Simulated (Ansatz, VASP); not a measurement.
KF in VASP and in Ansatz

```
CELL_PARAMETERS angstrom
0.00000 2.68783 2.68783
2.68783 0.00000 2.68783
2.68783 2.68783 0.00000
ATOMIC_POSITIONS crystal
K 0.00000 0.00000 0.00000
F 0.50000 0.50000 0.50000
```

Alike in both runs: task single point; functional r2SCAN; dispersion D4; k mesh 8 × 8 × 8; occupations gaussian, width 0.05 eV; no spin polarisation.

|  | VASP | Ansatz |
| --- | --- | --- |
| version | VASP 6.6.1 | Ansatz 0.2.0 |
| potentials or method | VASP PAW PBE potentials, release 64 (K_sv, F), cutoff 520 eV | scalar-relativistic, plane waves, PAW |
| valence electrons in the cell | 16 | 16 |

|  | VASP | Ansatz | Ansatz less VASP |
| --- | --- | --- | --- |
| gap on the k mesh at the Fermi level (eV) | 6.74 | 6.74 | +0.001 |
| least direct gap on the mesh (eV) | 6.74 | 6.74 | +0.001 |
| pressure (GPa) | -1.3 | -1.3 | +0.04 |

VASP's potentials were made for PBE, not for r2SCAN.
